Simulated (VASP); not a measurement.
Set up this calculation in VASP 6.6.1, as the native input.

```yaml
Task: single point
Functional: LDA
Potentials_or_basis: VASP PAW LDA potentials, release 64 (Li_sv, H, F)
Cutoff: 520 eV
k_mesh: 9 × 9 × 9
Occupations: gaussian, width 0.05 eV
Spin: no spin polarisation
Dipole_correction: no
Further_INCAR_settings: ALGO = Normal; EDIFF = 1e-06; NBANDS = 17
```

The structure of LiHF2 lies in POSCAR:

```
LiHF2
1.0
    1.4211463380      0.8204992208      4.3296110341
   -1.4211463380      0.8204992208      4.3296110341
    0.0000000000     -1.6409984416      4.3296110341
Li H F
1 1 2
Direct
    0.0000000000      0.0000000000      0.0000000000
    0.5000000000      0.5000000000      0.5000000000
    0.4125119035      0.4125119035      0.4125119035
    0.5874880965      0.5874880965      0.5874880965
```

This cell differs from its parent crystal: strain -0.015 along x and y, +0.000 along z.

The input as run:

INCAR

```
SYSTEM = LiHF2
PREC = Accurate ; ENCUT = 520
EDIFF = 1E-6 ; ISMEAR = 0
SIGMA = 0.05 ; LREAL = .FALSE.
LASPH = .TRUE. ; NELM = 100
ALGO = Normal ; ISIF = 2
LWAVE = .FALSE. ; LCHARG = .FALSE.
NBANDS = 17
```

KPOINTS

```
regular mesh
0
G
  9 9 9
  0 0 0
```

Potentials or basis: VASP PAW LDA potentials, release 64 (Li_sv, H, F).

Launch:

```console
$ cat potpaw_LDA.64/Li_sv/POTCAR potpaw_LDA.64/H/POTCAR potpaw_LDA.64/F/POTCAR > POTCAR
$ mpirun -np 1 vasp_std > vasp.out
```

It gave:

```
Largest force          : 0.020 eV/Å
Band gap on the k mesh : 8.34 eV (least direct gap 8.56 eV)
```

Caveat: the cell differs from its parent crystal (strain -0.015 along x and y, +0.000 along z).

Run time: 2.2 min on 1 thread of Intel Xeon 8259CL (shared host), peak memory 0.18 GiB.
